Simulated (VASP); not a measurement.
Wanted: the native input for a VASP 6.6.1 run.

```yaml
Task: single point
Functional: PBEsol
Potentials_or_basis: VASP PAW PBE potentials, release 64 (Al, P)
Cutoff: 520 eV
k_mesh: 4 × 5 × 1
Occupations: gaussian, width 0.05 eV
Spin: no spin polarisation
Dipole_correction: yes
Further_INCAR_settings: LREAL = Auto; ALGO = Normal; EDIFF = 1e-06; NBANDS = 46
```

The structure of AlP lies in POSCAR:

```
AlP
1.0
    7.7362367707      0.0000000000      0.0000000000
    0.0000000000      5.4703454814      0.0000000000
    0.0000000000      0.0000000000     20.8021775780
Al P
8 8
Direct
    0.2500000000      0.5000000000      0.3605391778
    0.7500000000      0.5000000000      0.3605391778
    0.5000000000      0.0000000000      0.4535130593
    0.0000000000      0.0000000000      0.4535130593
    0.7508273793      0.5004916031      0.5500615265
    0.2508415638      0.5004689318      0.5500825718
    0.0010883300     -0.0730854420      0.6176159904
    0.5011420045     -0.0728925852      0.6177034643
    0.5000000000      0.2500000000      0.3605391778
    0.0000000000      0.2500000000      0.3605391778
    0.7500000000      0.7500000000      0.4535130593
    0.2500000000      0.7500000000      0.4535130593
    0.0007893022      0.2532700229      0.5467834474
    0.5008856582      0.2533327933      0.5467812315
    0.2511111125      0.7223429049      0.6472428492
    0.7510863053      0.7222814011      0.6472802455
```

One way to write it, as run:

INCAR

```
ALGO = Normal
DIPOL = 0.5 0.5 0.499
EDIFF = 1E-6
ENCUT = 520
GGA = PS
IDIPOL = 3
ISIF = 2
ISMEAR = 0
LASPH = True
LCHARG = False
LDIPOL = True
LREAL = Auto
LWAVE = False
NBANDS = 46
NELM = 100
PREC = Accurate
SIGMA = 0.05
```

KPOINTS

```
k-points
0
Gamma
  4 5 1
```

Potentials or basis: VASP PAW PBE potentials, release 64 (Al, P).

Command:

```bash
$ cat potpaw_PBE.64/Al/POTCAR potpaw_PBE.64/P/POTCAR > POTCAR
$ mpirun -np 1 vasp_std > vasp.out
```

Results of the run:

```yaml
Largest_force: 1.999 eV/Å
Band_gap_on_the_k_mesh: 1.09 eV
```

Caveat: the PAW data sets were made with another functional, which shifts forces and pressure a little.

It took 22 min on 1 thread of Intel Xeon 8259CL (shared host), peak memory 0.9 GiB.
